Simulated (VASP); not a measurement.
Wanted: the native input for a VASP 6.6.1 run.

| Quantity | Value |
| --- | --- |
| Task | relaxation of cell and atoms |
| Functional | revPBE |
| Potentials or basis | VASP PAW PBE potentials, release 64 (In_d) |
| Cutoff | 600 eV |
| k mesh | 12 × 12 × 12 |
| Occupations | fermi-dirac, width 0.1 eV |
| Spin | no spin polarisation |
| Dipole correction | no |
| Further INCAR settings | ALGO = Normal; EDIFF = 1e-07; IBRION = 2; EDIFFG = -0.01; NSW = 80; ISIF = 3 |

The structure of In lies in POSCAR:

```
In
1.0
    0.0000000000      2.3556547913      2.3556547913
    2.3556547913      0.0000000000      2.3556547913
    2.3556547913      2.3556547913      0.0000000000
In
1
Direct
    0.0000000000      0.0000000000      0.0000000000
```

This isn't the form of In at room conditions, which is tetragonal.

These files were run (other wordings do the same):

INCAR

```
SYSTEM = In
PREC = Accurate ; ENCUT = 600
EDIFF = 1E-7 ; ISMEAR = -1
SIGMA = 0.1 ; LREAL = .FALSE.
LASPH = .TRUE. ; NELM = 80
ALGO = Normal ; ISIF = 3
LWAVE = .FALSE. ; LCHARG = .FALSE.
GGA = RE ; IBRION = 2
NSW = 80 ; EDIFFG = -0.01
```

KPOINTS

```
Automatic mesh
0
G
  12 12 12
  0 0 0
```

Potentials or basis: VASP PAW PBE potentials, release 64 (In_d).

The run is started by

```bash
$ cat potpaw_PBE.64/In_d/POTCAR > POTCAR
$ mpirun -np 1 vasp_std > vasp.out
```

It gave:

The relaxed volume is 28.39 Å³/atom. The relaxed cell is a = 3.424 Å, b = 3.424 Å, c = 3.424 Å, α = 60.00°, β = 60.00°, γ = 60.00°. The space group after relaxing (to 0.1 Å) is Fm-3m (No. 225). The energy gained by relaxing is 20.6 meV/atom and the ionic steps are 3. The pressure after relaxing is 0.0 GPa. The band gap on the k mesh is zero (an odd number of electrons rules out a gap without spin polarisation).

Caveat: the PAW data sets were made with another functional, which shifts forces and pressure a little; spin-orbit coupling is left out, which moves the levels of the heavy elements.

Wall time 44 s on 1 thread of Intel(R) Xeon(R) Platinum 8259CL CPU @ 2.50GHz (Skylake/Cascade Lake) (shared host), peak memory 0.18 GiB.
